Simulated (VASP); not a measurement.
Input of a VASP 6.6.1 run:

INCAR

```
PREC     = Accurate       # precision mode
ENCUT    = 500            # plane-wave cutoff, eV
EDIFF    = 1E-6           # SCF threshold, eV
ISMEAR   = 0              # smearing method
SIGMA    = 0.2            # smearing width, eV
LREAL    = False          # projectors in reciprocal space
LASPH    = True           # aspherical terms in the spheres
NELM     = 120            # most SCF steps
ALGO     = Normal         # electronic algorithm
ISIF     = 2              # what is computed and relaxed
LWAVE    = False          # write WAVECAR
LCHARG   = False          # write CHGCAR
GGA      = PE             # functional
NBANDS   = 20             # bands
GGA_COMPAT= False
```

KPOINTS

```
Automatic mesh
0
Gamma
  8 8 4
```

Contents of POSCAR:

```
ScW
1.0
    2.8333137526      0.0000000000      0.0000000000
   -1.4166568763      2.4537216867      0.0000000000
    0.0000000000      0.0000000000      5.5253471114
Sc W
1 1
Direct
    0.0000000000      0.0000000000      0.0000000000
    0.0000000000      0.0000000000      0.5000000000
```

Potentials or basis: VASP PAW PBE potentials, release 64 (Sc_sv, W_sv).

The run is started by

```sh
$ cat potpaw_PBE.64/Sc_sv/POTCAR potpaw_PBE.64/W_sv/POTCAR > POTCAR
$ mpirun -np 1 vasp_std > vasp.out
```

(1) What does it give for the pressure?

(2) Estimate the band gap on the k mesh.

## Answers

(1) 0.2 GPa.

(2) zero (an odd number of electrons rules out a gap without spin polarisation).

Caveat: spin-orbit coupling is left out, which moves the levels of the heavy elements.
